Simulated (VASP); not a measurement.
Runs of VASP 6.6.1 on ZnAs2C. The structure is that of space group P-4m2 (No. 115), or close to it. The cells are those of the table. 

```csv
cell,gap on the mesh (eV),pressure (GPa),largest force (eV/Å)
"a = 3.627, b = 3.627, c = 10.939 Å, 8 atoms",none,-4.7,0.16
"a = 3.592, b = 3.592, c = 10.835 Å, 8 atoms",none,-2.5,0.09
"a = 3.521, b = 3.521, c = 10.620 Å, 8 atoms",none,3.2,0.09
"a = 3.557, b = 3.557, c = 10.728 Å, 8 atoms",none,(a),0.01
```

Alike in all rows: task single point; level r2SCAN; potentials or basis VASP PAW PBE potentials, release 64 (Zn, As, C); no spin polarisation; k mesh 6 × 6 × 2; cutoff (eV) 660; smearing fermi-dirac 0.02 eV.

Q: Fill in the values left out.

A: (a) 0.1.

Caveats: semilocal functionals underestimate gaps, and a narrow one can read as zero; the PAW data sets were made with another functional, which shifts forces and pressure a little; the cell stands under tension (at least some runs); the cell stands under pressure (at least some runs).

A k mesh can miss the band edges, and the runs leave out spin-orbit coupling on As.

A gap of «none» marks levels without a gap at the run's occupations.
